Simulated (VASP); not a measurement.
# Nb3N4 (P-43m) in VASP: notebook, part 3 of 3

VASP 6.6.1. The steps go on from the part before.

### 4 Relaxation of cell and atoms, PBE

INCAR

```
  PREC = Accurate
  ENCUT = 600
  EDIFF = 1E-6
  ISMEAR = 0
  SIGMA = 0.1
  LREAL = False
  LASPH = True
  NELM = 80
  ALGO = Normal
  ISIF = 3
  LWAVE = False
  LCHARG = False
  GGA = PE
  IBRION = 2
  NSW = 90
  EDIFFG = -0.04
```

KPOINTS

```
regular mesh
0
Gamma
  4 4 4
```

POSCAR

```
Nb3N4
1.0
    4.5820401300      0.0000000000      0.0000000000
    0.0000000000      4.5820401300      0.0000000000
    0.0000000000      0.0000000000      4.5820401300
Nb N
3 4
Direct
    0.0000000000      0.0000000000      0.5000000000
    0.5000000000      0.0000000000      0.0000000000
    0.0000000000      0.5000000000      0.0000000000
    0.7237776700      0.2762223300      0.2762223300
    0.2762223300      0.7237776700      0.2762223300
    0.2762223300      0.2762223300      0.7237776700
    0.7237776700      0.7237776700      0.7237776700
```

Potentials or basis: VASP PAW PBE potentials, release 64 (Nb_sv, N).

Launch:

```
$ cat potpaw_PBE.64/Nb_sv/POTCAR potpaw_PBE.64/N/POTCAR > POTCAR
$ mpirun -np 1 vasp_std > vasp.out
```

OUTCAR:

```text
PREC = Accurate
   ENCUT = 600
   EDIFF = 1E-6
   ISMEAR = 0
   LREAL = False
   LASPH = True
   NELM = 80
   ISIF = 3
   GGA = PE
   IBRION = 2
   NSW = 90
   EDIFFG = -0.04

 ion  position               nearest neighbor table
   1  0.000  0.000  0.500-   4 2.06   5 2.06   6 2.06   7 2.06
   2  0.500  0.000  0.000-   4 2.06   5 2.06   6 2.06   7 2.06
   3  0.000  0.500  0.000-   4 2.06   5 2.06   6 2.06   7 2.06
   4  0.724  0.276  0.276-   1 2.06   2 2.06   3 2.06
   5  0.276  0.724  0.276-   1 2.06   2 2.06   3 2.06
   6  0.276  0.276  0.724-   1 2.06   2 2.06   3 2.06
   7  0.724  0.724  0.724-   1 2.06   2 2.06   3 2.06

  LATTYP: Found a simple cubic cell.
 ALAT       =     4.5820401300

  Lattice vectors:

 A1 = (   4.5820401300,   0.0000000000,   0.0000000000)
 A2 = (   0.0000000000,   4.5820401300,   0.0000000000)
 A3 = (   0.0000000000,   0.0000000000,   4.5820401300)

Analysis of symmetry for initial positions (statically):
=====================================================================
 Subroutine PRICEL returns:
 Original cell was already a primitive cell.

 Routine SETGRP: Setting up the symmetry group for a
 simple cubic supercell.

 Subroutine GETGRP returns: Found 24 space group operations
 (whereof 24 operations were pure point group operations)
 out of a pool of 48 trial point group operations.

The static configuration has the point symmetry T_d .

Analysis of symmetry for dynamics (positions and initial velocities):
=====================================================================
 Subroutine PRICEL returns:
 Original cell was already a primitive cell.

 Routine SETGRP: Setting up the symmetry group for a
 simple cubic supercell.

 Subroutine GETGRP returns: Found 24 space group operations
 (whereof 24 operations were pure point group operations)
 out of a pool of 48 trial point group operations.

The dynamic configuration has the point symmetry T_d .

 Subroutine INISYM returns: Found 24 space group operations
 (whereof 24 operations are pure point group operations),
 and found     1 'primitive' translations

----------------------------------------------------------------------------------------

                                     Primitive cell

  volume of cell :      96.2004

  direct lattice vectors                    reciprocal lattice vectors
     4.582040130  0.000000000  0.000000000     0.218243396  0.000000000  0.000000000
     0.000000000  4.582040130  0.000000000     0.000000000  0.218243396  0.000000000
     0.000000000  0.000000000  4.582040130     0.000000000  0.000000000  0.218243396

  length of vectors
     4.582040130  4.582040130  4.582040130     0.218243396  0.218243396  0.218243396

  position of ions in fractional coordinates (direct lattice)
     0.000000000  0.000000000  0.500000000
     0.500000000  0.000000000  0.000000000
     0.000000000  0.500000000  0.000000000
     0.723777670  0.276222330  0.276222330
     0.276222330  0.723777670  0.276222330
     0.276222330  0.276222330  0.723777670
     0.723777670  0.723777670  0.723777670

  ion indices of the primitive-cell ions
   primitive index   ion index
                 1           1
                 2           2
                 3           3
                 4           4
                 5           5
                 6           6
                 7           7

----------------------------------------------------------------------------------------

 KPOINTS: regular mesh

Automatic generation of k-mesh.
 Grid dimensions read from file:
 generate k-points for:    4    4    4

 Generating k-lattice:

  Cartesian coordinates                     Fractional coordinates (reciprocal lattice)
     0.054560849  0.000000000  0.000000000     0.250000000  0.000000000  0.000000000
     0.000000000  0.054560849  0.000000000     0.000000000  0.250000000  0.000000000
     0.000000000  0.000000000  0.054560849     0.000000000  0.000000000  0.250000000

  Length of vectors
     0.054560849  0.054560849  0.054560849

  Shift w.r.t. Gamma in fractional coordinates (k-lattice)
     0.000000000  0.000000000  0.000000000

 Subroutine IBZKPT returns following result:
 ===========================================

 Found     10 irreducible k-points:

 Following reciprocal coordinates:
            Coordinates               Weight
  0.000000  0.000000  0.000000      1.000000
  0.250000  0.000000  0.000000      6.000000
  0.500000  0.000000  0.000000      3.000000
  0.250000  0.250000  0.000000     12.000000
  0.500000  0.250000  0.000000     12.000000
  0.500000  0.500000  0.000000      3.000000
  0.250000  0.250000  0.250000      8.000000
  0.500000  0.250000  0.250000     12.000000
  0.500000  0.500000  0.250000      6.000000
  0.500000  0.500000  0.500000      1.000000
   k-points           NKPTS =     10   k-points in BZ     NKDIM =     10   number of bands    NBANDS=     35
   number of dos      NEDOS =    301   number of ions     NIONS =      7
   total plane-waves  NPLWV =  64000
   dimension x,y,z NGX =    40 NGY =   40 NGZ =   40
   dimension x,y,z NGXF=    80 NGYF=   80 NGZF=   80
   ions per type =               3   4
   NGX,Y,Z   is equivalent  to a cutoff of  14.51, 14.51, 14.51 a.u.
   NGXF,Y,Z  is equivalent  to a cutoff of  29.03, 29.03, 29.03 a.u.
 SYSTEM =  unknown system
   PREC   = accura    normal or accurate (medium, high low for compatibility)
   ISTART =      0    job   : 0-new  1-cont  2-samecut
   ICHARG =      2    charge: 1-file 2-atom 10-const
   ISPIN  =      1    spin polarized calculation?
   LNONCOLLINEAR =      F non collinear calculations
   LSORBIT =      F    spin-orbit coupling
   LASPH  =      T    aspherical Exc in radial PAW
   ENCUT  =  600.0 eV  44.10 Ry    6.64 a.u.   9.15  9.15  9.15*2*pi/ulx,y,z
   NELM   =     80;   NELMIN=  2; NELMDL= -5     # of ELM steps
   EDIFF  = 0.1E-05   stopping-criterion for ELM
   LREAL  =      F    real-space projection
   EDIFFG = -.4E-01   stopping-criterion for IOM
   NSW    =     90    number of steps for IOM
   IBRION =      2    ionic relax: 0-MD 1-quasi-New 2-CG
   NFREE  =      1    steps in history (QN), initial steepest desc. (CG)
   ISIF   =      3    stress and relaxation
   ISYM   =      2    0-nonsym 1-usesym 2-fastsym
   POTIM  = 0.5000    time-step for ionic-motion
   TEBEG  =    0.0;   TEEND  =   0.0 temperature during run
   PSTRESS=    0.0 pullay stress
   NELECT =      59.0000    total number of electrons
   NUPDOWN=      -1.0000    fix difference up-down
   EMIN   =  10.00;   EMAX   =-10.00  energy-range for DOS
   EFERMI =   0.00;   METHOD = LEGACY
   ISMEAR =     0;   SIGMA  =   0.10  broadening in eV -4-tet -1-fermi 0-gaus
   EFERMI_NEDOS =   21; number of points for ismear=-14 and -15
   IALGO  =     38    algorithm
   IMIX   =      4    mixing-type and parameters
     AMIX     =   0.40;   BMIX     =  1.00
     AMIX_MAG =   1.60;   BMIX_MAG =  1.00
  volume/ion in A,a.u.               =      13.74        92.74
  Fermi-wavevector in a.u.,A,eV,Ry     =   1.390913  2.628444 26.322359  1.934639
  Thomas-Fermi vector in A             =   2.514802
   LORBIT       =      0    0 simple, 1 ext, 2 COOP (PROOUT), +10 PAW based schemes
   GGA     = PE    functional components
   LHFCALC =     F    Hartree Fock is set to
   AEXX    =    0.0000 exact exchange contribution
   IVDW    =     0    specifies the selected vdW correction
   LEPSILON=     F    determine dielectric tensor
   LRPA    =     F    only Hartree local field effects (RPA)
 conjugate gradient relaxation of ions
 non-spin polarized calculation
 Gauss-broadening in eV      SIGMA  =   0.10
  energy-cutoff  :      600.00
  volume of cell :       96.20
 maximum number of plane-waves:      3221
 NGX is ok and might be reduce to    40
   NGX = 19   NGY = 19   NGZ = 19

--------------------------------------- Ionic step        1  -------------------------------------------

 number of electron      59.0000001 magnetization

 Free energy of the ion-electron system (eV)
  ---------------------------------------------------
  ext. energy  EPLUGINS =         0.00000000
  ---------------------------------------------------
  free energy    TOTEN  =       -66.93662573 eV

  energy without entropy =      -66.91414280  energy(sigma->0) =      -66.92538426

------------------------ aborting loop because EDIFF is reached ----------------------------------------

  FORCE on cell =-STRESS in cart. coord.  units (eV):
  Direction    XX          YY          ZZ          XY          YZ          ZX
  --------------------------------------------------------------------------------------
  -------------------------------------------------------------------------------------
  Total       -4.0590389     -4.0590389     -4.0590389     -0.0000000      0.0000000     -0.0000000
  in kB      -67.6016235    -67.6016235    -67.6016235     -0.0000000      0.0000000     -0.0000000
  external PRESSURE =     -67.6016235 kB  Pullay stress =       0.0000000 kB
[... 272 lines left out ...]
  energy  without entropy=      -67.9563227053  energy(sigma->0) =      -67.98431168

--------------------------------------- Ionic step        8  -------------------------------------------

 number of electron      59.0000004 magnetization

 Free energy of the ion-electron system (eV)
  ---------------------------------------------------
  ext. energy  EPLUGINS =         0.00000000
  ---------------------------------------------------
  free energy    TOTEN  =       -68.06081156 eV

  energy without entropy =      -68.00658164  energy(sigma->0) =      -68.03369660

 E-fermi :   7.3048     XC(G=0): -10.6890

 val. band max:        7.2579816479   @ k =   0.2500   0.2500   0.2500
 cond. band min:       7.3202038543   @ k =   0.5000   0.2500   0.0000
 fundamental gap:      0.0622222063
 Fermi energy:         7.3047630092

 k-point     1 :       0.0000    0.0000    0.0000
  band No.  band energies     occupation
      1     -48.6833      2.00000
      2     -48.6214      2.00000
      3     -48.6214      2.00000
      4     -25.1153      2.00000
      5     -25.1153      2.00000
      6     -25.1153      2.00000
[... 403 lines left out ...]
  FREE ENERGIE OF THE ION-ELECTRON SYSTEM (eV)
  ---------------------------------------------------
  free  energy   TOTEN  =       -68.0608115647 eV

  energy  without entropy=      -68.0065816374  energy(sigma->0) =      -68.03369660

 reached required accuracy - stopping structural energy minimisation
```

Wall time 7.6 min (1 thread of Intel Xeon 8259CL, shared host); peak memory 0.26 GiB.

What came out:

```
Free energy                           : -68.0608 eV
Relaxed volume                        : 14.94 Å³/atom
Relaxed cell                          : a = 4.711 Å, b = 4.711 Å, c = 4.711 Å, α = 90.00°, β = 90.00°, γ = 90.00°
Space group after relaxing (to 0.1 Å) : P-43m (No. 215)
Energy gained by relaxing             : 160.6 meV/atom
Ionic steps                           : 8
Pressure after relaxing               : 0.1 GPa
Largest force after relaxing          : 0.008 eV/Å
Band gap on the k mesh                : zero (an odd number of electrons rules out a gap without spin polarisation)
```

Forces on the atoms (eV/Å):
```
Nb   0.000  0.000  0.000
Nb   0.000  0.000  0.000
Nb   0.000  0.000  0.000
N    0.005 -0.005 -0.005
N   -0.005  0.005 -0.005
N   -0.005 -0.005  0.005
N    0.005  0.005  0.005
```

Step by step:
| step | energy change (eV) | largest force (eV/Å) | pressure (GPa) | volume (Å³) |
| --- | --- | --- | --- | --- |
| 1 | 0.0000 | 2.2037 | -6.76 | 96.20 |
| 2 | -0.0741 | 0.2546 | 23.69 | 88.35 |
| 3 | -0.3486 | 0.9416 | 7.69 | 91.93 |
| 4 | -0.7830 | 0.7067 | 3.75 | 96.64 |
| 5 | -1.1085 | 0.2274 | -2.84 | 105.87 |
| 6 | -1.1091 | 0.2555 | -2.49 | 105.35 |
| 7 | -1.0757 | 0.4252 | 5.00 | 103.13 |
| 8 | -1.1242 | 0.0085 | 0.07 | 104.55 |

Final structure:
```
CELL_PARAMETERS angstrom
4.71099 0.00000 0.00000
0.00000 4.71099 0.00000
0.00000 0.00000 4.71099
ATOMIC_POSITIONS crystal
Nb 0.00000 0.00000 0.50000
Nb 0.50000 0.00000 0.00000
Nb 0.00000 0.50000 0.00000
N 0.76172 0.23828 0.23828
N 0.23828 0.76172 0.23828
N 0.23828 0.23828 0.76172
N 0.76172 0.76172 0.76172
```

### 5 Relaxation of cell and atoms, PBE

This run uses another cell than the first one, of 14.96 Å³/atom.

INCAR

```
SYSTEM = Nb3N4
PREC = Accurate
ENCUT = 600
EDIFF = 1E-6
ISMEAR = 0
SIGMA = 0.1
LREAL = .FALSE.
LASPH = .TRUE.
NELM = 100
ALGO = Normal
ISIF = 3
LWAVE = .FALSE.
LCHARG = .FALSE.
GGA = PE
IBRION = 2
NSW = 100
EDIFFG = -0.01
```

KPOINTS

```
regular mesh
0
G
  8 8 8
  0 0 0
```

POSCAR

```
Nb3N4
1.0
    4.7134087666      0.0000000000      0.0000000000
    0.0000000000      4.7134087666      0.0000000000
    0.0000000000      0.0000000000      4.7134087666
Nb N
3 4
Direct
    0.0000000000      0.0000000000      0.5000000000
    0.5000000000      0.0000000000      0.0000000000
    0.0000000000      0.5000000000      0.0000000000
    0.7618652136      0.2381347864      0.2381347864
    0.2381347864      0.7618652136      0.2381347864
    0.2381347864      0.2381347864      0.7618652136
    0.7618652136      0.7618652136      0.7618652136
```

Launch:

```
$ cat potpaw_PBE.64/Nb_sv/POTCAR potpaw_PBE.64/N/POTCAR > POTCAR
$ mpirun -np 1 vasp_std > vasp.out
```

Run time: 8.4 min. Hardware: 1 thread of Intel Xeon 8259CL, shared host; peak memory 0.32 GiB.

It converged, with:

* Free energy: -68.1441 eV
* Relaxed volume: 14.93 Å³/atom
* Relaxed cell: a = 4.710 Å, b = 4.710 Å, c = 4.710 Å, α = 90.00°, β = 90.00°, γ = 90.00°
* Space group after relaxing (to 0.1 Å): P-43m (No. 215)
* Energy gained by relaxing: 0.0 meV/atom
* Ionic steps: 3
* Pressure after relaxing: 0.0 GPa
* Largest force after relaxing: 0.010 eV/Å
* Band gap on the k mesh: zero (an odd number of electrons rules out a gap without spin polarisation)

Forces in eV/Å, atoms in the order of the input:
```
Nb   0.000  0.000  0.000
Nb   0.000  0.000  0.000
Nb   0.000  0.000  0.000
N    0.006 -0.006 -0.006
N   -0.006  0.006 -0.006
N   -0.006 -0.006  0.006
N    0.006  0.006  0.006
```

Step by step:
| step | energy change (eV) | largest force (eV/Å) | pressure (GPa) | volume (Å³) |
| --- | --- | --- | --- | --- |
| 1 | 0.0000 | 0.0385 | -0.41 | 104.71 |
| 2 | 0.0007 | 0.0423 | 0.78 | 104.13 |
| 3 | -0.0003 | 0.0100 | 0.03 | 104.51 |

Final structure:
```
Nb N
1.0
     4.71028    0.00000    0.00000
     0.00000    4.71028    0.00000
     0.00000    0.00000    4.71028
Nb N
3 4
Cartesian
  0.0000 0.0000 2.3551
  2.3551 0.0000 0.0000
  0.0000 2.3551 0.0000
  3.5890 1.1213 1.1213
  1.1213 3.5890 1.1213
  1.1213 1.1213 3.5890
  3.5890 3.5890 3.5890
```

Levels at points of the mesh, in eV from the Fermi level:
```
           k point  band 26  band 27  band 28  band 29  band 30  band 31  band 32  band 33  band 34  band 35
(0.00, 0.00, 0.00)    -2.35    -2.35    -2.35    -0.49    -0.49    -0.49     1.02     1.02     1.54     1.73
(0.50, 0.00, 0.00)    -4.13    -2.48    -2.48    -0.54     0.04     0.04     0.32     0.62     1.10     1.97
(0.50, 0.50, 0.00)    -4.04    -3.53    -3.53     0.09     0.54     0.54     1.24     1.51     1.51     1.51
(0.50, 0.50, 0.50)    -3.59    -3.59    -3.59     0.90     0.90     0.90     1.23     1.23     1.23     1.96
```

### 6 Overview

| task | spin | cell | k mesh | cutoff (eV) | gap on the mesh (eV) | pressure (GPa) | relaxed volume (Å³/atom) | largest force (eV/Å) |
| --- | --- | --- | --- | --- | --- | --- | --- | --- |
| single point | collinear, zero start | a = 4.582 Å, 7 atoms, atomic positions A | 4 × 4 × 4 | 520 | none | -6.6 | - | 2.20 |
| single point | off | a = 4.716 Å, 7 atoms, atomic positions B | 8 × 8 × 8 | 520 | none | -0.4 | - | 0.02 |
| relaxation of cell and atoms | off | relaxed from a = 4.582 Å, 7 atoms, atomic positions A | 4 × 4 × 4 | 600 | none | 0.1 | 14.94 | 0.01 |
| relaxation of cell and atoms | off | relaxed from a = 4.713 Å, 7 atoms, atomic positions C | 8 × 8 × 8 | 600 | none | 0.0 | 14.93 | 0.01 |

Alike in all rows: level PBE; potentials or basis VASP PAW PBE potentials, release 64 (Nb_sv, N); smearing gaussian 0.1 eV.

Caveats: the cell stands under tension (at least some runs); no moment was typed at the start, so none could form (at least some runs); forces of over 1 eV/Å act on the atoms, so gaps and moduli don't describe the material at rest (at least some runs).

Total energies depend on the potentials used, so only differences within one code and one set of settings carry meaning.

The gap in the log of VASP goes by the Fermi energy; the results here count the filled bands.